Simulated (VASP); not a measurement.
ZrS: relaxation of cell and atoms with PBEsol

ZrS:

```xyz
2
Lattice="0.0000 2.6250 2.6250 2.6250 0.0000 2.6250 2.6250 2.6250 0.0000" Properties=species:S:1:pos:R:3 pbc="T T T"
Zr    0.0000    0.0000    0.0000
S     2.6250    2.6250    2.6250
```

- Program: VASP 6.6.1
- Task: relaxation of cell and atoms
- Functional: PBEsol
- Potentials or basis: VASP PAW PBE potentials, release 64 (Zr_sv, S)
- Cutoff: 600 eV
- k mesh: 4 × 4 × 4
- Occupations: gaussian, width 0.1 eV
- Spin: no spin polarisation
- Dipole correction: no
- Further INCAR settings: ALGO = Normal; EDIFF = 1e-06; IBRION = 2; EDIFFG = -0.01; NSW = 80; ISIF = 3

* Relaxed volume: 17.20 Å³/atom
* Relaxed cell: a = 3.650 Å, b = 3.650 Å, c = 3.650 Å, α = 60.00°, β = 60.00°, γ = 60.00°
* Space group after relaxing (to 0.05 Å): Fm-3m (No. 225)
* Energy gained by relaxing: 19.2 meV/atom
* Ionic steps: 4
* Pressure after relaxing: 0.0 GPa

Step by step:
| step | energy change (eV) | largest force (eV/Å) | pressure (GPa) | volume (Å³) |
| --- | --- | --- | --- | --- |
| 1 | 0.0000 | 0.0000 | -6.63 | 36.18 |
| 2 | 0.0224 | 0.0000 | 10.20 | 32.40 |
| 3 | -0.0383 | 0.0000 | -0.10 | 34.43 |
| 4 | -0.0383 | 0.0000 | 0.05 | 34.40 |

Final structure:
```cif
data_structure
_symmetry_space_group_name_H-M 'P 1'
_symmetry_Int_Tables_number 1
_cell_length_a 3.6504
_cell_length_b 3.6504
_cell_length_c 3.6504
_cell_angle_alpha 60.000
_cell_angle_beta 60.000
_cell_angle_gamma 60.000
_cell_volume 34.40
loop_
_atom_site_label
_atom_site_type_symbol
_atom_site_fract_x
_atom_site_fract_y
_atom_site_fract_z
_atom_site_occupancy
Zr1 Zr 0.00000 0.00000 0.00000 1
S1 S 0.50000 0.50000 0.50000 1
```

Levels at points of the mesh, in eV from the Fermi level:
| k point | band 5 | band 6 | band 7 | band 8 | band 9 | band 10 | band 11 | band 12 | band 13 |
| --- | --- | --- | --- | --- | --- | --- | --- | --- | --- |
| (0.00, 0.00, 0.00) | -15.95 | -3.42 | -3.42 | -3.42 | -1.31 | -1.31 | -1.31 | -0.57 | -0.57 |
| (0.50, 0.00, 0.00) | -14.20 | -8.15 | -6.04 | -6.04 | 1.77 | 1.77 | 2.06 | 2.12 | 6.07 |
| (0.50, 0.50, 0.00) | -15.06 | -6.21 | -4.38 | -4.38 | -3.54 | 0.71 | 2.75 | 2.75 | 3.18 |

Run time: 22 s on 1 thread of AMD EPYC 7R43 64-Core Processor (Zen 3) (shared host), peak memory 0.13 GiB.

Caveat: the k points lie up to 0.53 Å⁻¹ apart in the final cell; the bands computed are all filled at some k points, so no gap is given; the PAW data sets were made with another functional, which shifts forces and pressure a little.
